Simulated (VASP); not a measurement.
A run of VASP 6.6.1 is set up as follows.

File INCAR:

```
SYSTEM = PtSe2
ALGO = Normal ; DIPOL = 0.5 0.5 0.297
EDIFF = 1E-6 ; ENCUT = 520
GGA = PE ; IDIPOL = 3
ISIF = 2 ; ISMEAR = 0
IVDW = 12 ; LASPH = .True.
LCHARG = .False. ; LDIPOL = .True.
LREAL = .False. ; LWAVE = .False.
NBANDS = 43 ; NELM = 100
PREC = Accurate ; SIGMA = 0.03
```

File KPOINTS:

```
k-points
0
Gamma
  12 12 1
  0 0 0
```

File POSCAR:

```
PtSe2
1.0
    3.7467808957      0.0000000000      0.0000000000
   -1.8733904479      3.2448074381      0.0000000000
    0.0000000000      0.0000000000     49.2079999946
Pt Se
3 6
Direct
    0.0000000000      0.0000000000      0.1969701013
    0.0000000000      0.0000000000      0.2965574704
    0.0000000000      0.0000000000      0.3961448395
    0.3333333333      0.6666666667      0.2230218536
    0.6666666667      0.3333333333      0.1702397640
    0.3333333333      0.6666666667      0.3228429099
    0.6666666667      0.3333333333      0.2702720308
    0.3333333333      0.6666666667      0.4228751767
    0.6666666667      0.3333333333      0.3700930871
```

Potentials or basis: VASP PAW PBE potentials, release 64 (Pt, Se).

Launch:

```sh
$ cat potpaw_PBE.64/Pt/POTCAR potpaw_PBE.64/Se/POTCAR > POTCAR
$ mpirun -np 1 vasp_std > vasp.out
```

Task: Estimate the largest force.

Result: 0.005 eV/Å.

Task: Predict the dispersion energy per atom.

Result: -0.418 eV.

Forces on the atoms (eV/Å):
```
Pt   0.000  0.000 -0.002
Pt   0.000  0.000  0.000
Pt   0.000  0.000  0.002
Se   0.000  0.000  0.005
Se   0.000  0.000  0.001
Se   0.000  0.000  0.004
Se   0.000  0.000 -0.004
Se   0.000  0.000 -0.001
Se   0.000  0.000 -0.005
```
